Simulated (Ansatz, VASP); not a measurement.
**One calculation of C, two programs**

Contents of INCAR:

```
SYSTEM = C
PREC = Accurate
ENCUT = 520
EDIFF = 1E-6
ISMEAR = 0
SIGMA = 0.03
LREAL = .FALSE.
LASPH = .TRUE.
NELM = 80
ALGO = Normal
ISIF = 2
LWAVE = .FALSE.
LCHARG = .FALSE.
GGA = PE
IVDW = 12
NBANDS = 11
```

Contents of KPOINTS:

```
regular mesh
0
G
  18 18 18
  0 0 0
```

POSCAR

```
C
1.0
    0.0000000000      2.3981127150      3.3312130978
    1.2085935466      0.0000000000      3.3312130978
    1.2085935466      2.3981127150      0.0000000000
C
2
Direct
    0.1666966007      0.8333033993      0.1666966007
    0.8333033993      0.1666966007      0.8333033993
```

Input for Ansatz:

```yaml
crystal:
  lattice:
    - [0.0, 2.398112715, 3.3312130978]
    - [1.2085935466, 0.0, 3.3312130978]
    - [1.2085935466, 2.398112715, 0.0]
  atoms:
    - { symbol: C, position: [0.1666966007, 0.8333033993, 0.1666966007] }
    - { symbol: C, position: [0.8333033993, 0.1666966007, 0.8333033993] }
basis:
  ecutwfc: 520.0
kpoints:
  mp_grid: { grid: [18, 18, 18] }
hamiltonian:
  xc: pbe
  pseudopotentials: { kind: paw, azcp: { folder: soft_1 } }
  dispersion: d3bj
scf:
  occupations: { method: gaussian, width: 0.03 }
output:
  forces: true
  stress: true
  eigenvalues: true
  write_density: true
  write_potential: true
  elf: true
  volumetric_format: npy
```

Change from the starting cell: volume 9.655 Å^3 an atom, stretch along b over the lengths across it, relative to the relaxed cell 1.1462.

Alike in both runs: task single point; functional PBE; dispersion D3(BJ); k mesh 18 × 18 × 18; occupations gaussian, width 0.03 eV; no spin polarisation.

|  | VASP | Ansatz |
| --- | --- | --- |
| version | VASP 6.6.1 | Ansatz 0.2.0 |
| potentials or method | VASP PAW PBE potentials, release 64 (C), cutoff 520 eV | scalar-relativistic, plane waves, PAW |
| valence electrons in the cell | 8 | 8 |

|  | VASP | Ansatz | Ansatz less VASP |
| --- | --- | --- | --- |
| gap on the k mesh at the Fermi level (eV) | 0.31 | 0.31 | -0.002 |
| least direct gap on the mesh (eV) | 0.58 | 0.58 | -0.002 |
| rms of the force components (eV/Å) | 0.206 | 0.226 | +0.0204 |

Atom by atom the forces differ by 0.020 eV/Å (rms over components).
